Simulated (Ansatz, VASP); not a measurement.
One calculation of TaN, two programs

File INCAR:

```
SYSTEM = TaN
PREC     = Accurate       ! precision mode
ENCUT    = 520            ! plane-wave cutoff, eV
EDIFF    = 1E-6           ! SCF threshold, eV
ISMEAR   = 0              ! smearing method
SIGMA    = 0.15           ! smearing width, eV
LREAL    = .False.        ! projectors in reciprocal space
LASPH    = .True.         ! aspherical terms in the spheres
NELM     = 100            ! most SCF steps
ALGO     = Normal         ! electronic algorithm
ISIF     = 2              ! what is computed and relaxed
LWAVE    = .False.        ! write WAVECAR
LCHARG   = .True.         ! write CHGCAR
GGA      = CA             ! functional
LELF     = .True.         ! ELF
LVHAR    = .True.       
NBANDS   = 15             ! bands
```

Contents of KPOINTS:

```
Automatic mesh
0
Gamma
  18 18 18
  0 0 0
```

POSCAR

```
TaN
1.0
    0.0000000000      2.1162163817      2.1742693740
    2.1162163817      0.0000000000      2.1742693740
    2.1162163817      2.1162163817      0.0000000000
Ta N
1 1
Direct
    0.4967281469      0.5032718531      0.5032718531
    0.0422670719     -0.0422670719     -0.0422670719
```

Input for Ansatz:

```yaml
crystal:
  lattice:
    - [0.0, 2.1162163817, 2.174269374]
    - [2.1162163817, 0.0, 2.174269374]
    - [2.1162163817, 2.1162163817, 0.0]
  atoms:
    - { symbol: Ta, position: [0.4967281469, 0.5032718531, 0.5032718531] }
    - { symbol: "N", position: [0.0422670719, -0.0422670719, -0.0422670719] }
basis:
  ecutwfc: 520.0
kpoints:
  mp_grid: { grid: [18, 18, 18] }
hamiltonian:
  xc: lda
scf:
  occupations: { method: gaussian, width: 0.15 }
output:
  forces: true
  stress: true
  eigenvalues: true
```

Change from the starting cell: mode 4 frozen in at -0.184 Å, equal normal strain along x and y -0.0267.

Alike in both runs: task single point; functional LDA; k mesh 18 × 18 × 18; occupations gaussian, width 0.15 eV; no spin polarisation.

|  | VASP | Ansatz |
| --- | --- | --- |
| version | VASP 6.6.1 | Ansatz 0.2.0 |
| potentials or method | VASP PAW LDA potentials, release 64 (Ta_pv, N), cutoff 520 eV | scalar-relativistic, plane waves, PAW |
| valence electrons in the cell | 16 | 18 |

Ansatz gave:

| Quantity | Value |
| --- | --- |
| gap on the k mesh at the Fermi level (eV) | none |
| pressure (GPa) | 32.6 |
| traceless stress, the component that is largest in VASP (GPa) | 25.55 |
| rms of the force components (eV/Å) | 1.830 |

Q: Which values does VASP return?

A: gap on the k mesh at the Fermi level (eV): none; pressure (GPa): 35.3; traceless stress, the component that is largest in VASP (GPa): 26.16; rms of the force components (eV/Å): 1.874.

LDA's correlation is that of Perdew and Zunger in VASP and of Perdew and Wang (1992) in Ansatz. Atom by atom the forces differ by 0.044 eV/Å (rms over components). A gap of «none» marks a metal or a gap that the smearing closes. Both programs put the cell under a high pressure, so it lies far from rest at this level. VASP's potentials hold 16 valence electrons a cell and Ansatz's 18, so a difference there can come from the potentials and not from the codes.

Spin-orbit coupling is off throughout.
